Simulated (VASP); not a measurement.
Runs of VASP 6.6.1 on ZrCdF4. The structure is that of space group F-43m (No. 216), or close to it. The cells are those of the table. 

| task | cell | k mesh | cutoff (eV) | smearing | gap on the mesh (eV) | pressure (GPa) | relaxed volume (Å³/atom) | largest force (eV/Å) |
| --- | --- | --- | --- | --- | --- | --- | --- | --- |
| single point | a = 4.696 Å, angles 60.0°, 6 atoms | 10 × 10 × 10 | 520 | gaussian 0.02 eV | 0.59 | (a) | - | - |
| relaxation of cell and atoms | relaxed from a = 4.697 Å, angles 60.0°, 6 atoms | 10 × 10 × 10 | 600 | gaussian 0.02 eV | 0.59 | 0.0 | 12.21 | - |
| relaxation of cell and atoms | relaxed from a = 4.860 Å, angles 60.0°, 6 atoms | 4 × 4 × 4 | 600 | gaussian 0.1 eV | 0.58 | 0.5 | 12.15 | 0.01 |
| single point | a = 4.697 Å, angles 60.0°, 6 atoms | 4 × 4 × 4 | 520 | gaussian 0.1 eV | 0.58 | 0.0 | - | 0.01 |

Alike in all rows: level PBE; potentials or basis VASP PAW PBE potentials, release 64 (Zr_sv, Cd, F); no spin polarisation.

Question: Fill in the values left out.

Answer: (a) 0.1.

A k mesh can miss the band edges, and the runs leave out spin-orbit coupling on Cd, Zr.
